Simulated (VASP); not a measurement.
# MoSe2: vibrations by perturbation theory with PBEsol

MoSe2:

```
CELL_PARAMETERS angstrom
3.30177 0.00000 0.00000
-1.65089 2.85942 0.00000
0.00000 0.00000 13.25108
ATOMIC_POSITIONS crystal
Mo 0.33333 0.66667 0.25000
Mo 0.66667 0.33333 0.75000
Se 0.33333 0.66667 0.62520
Se 0.66667 0.33333 0.12520
Se 0.33333 0.66667 0.87480
Se 0.66667 0.33333 0.37480
```

```
Program                : VASP 6.6.1
Task                   : vibrations by perturbation theory
Functional             : PBEsol
Potentials or basis    : VASP PAW PBE potentials, release 64 (Mo_sv, Se)
Cutoff                 : 500 eV
k mesh                 : 6 × 6 × 2
Occupations            : gaussian, width 0.01 eV
Spin                   : no spin polarisation
Dipole correction      : no
Further INCAR settings : ALGO = Normal; EDIFF = 1e-08; NBANDS = 35; IBRION = 8; NSW = 1
```

The highest phonon frequency at Γ, LO-TO splitting left out is 351 cm⁻¹.

Phonon frequencies in cm⁻¹ (negative: imaginary):
```tsv
q point	frequencies
(0.000, 0.000, 0.000)	0 0 0 20 20 25 166 166 167 167 241 241 283 283 283 283 348 351
```

Run time: 8 min on 1 thread of Intel(R) Xeon(R) 6975P-C (Granite Rapids) (shared host), peak memory 0.49 GiB.

Caveat: the k points lie up to 0.37 Å⁻¹ apart; the cell stands under pressure or tension, which shifts response properties.
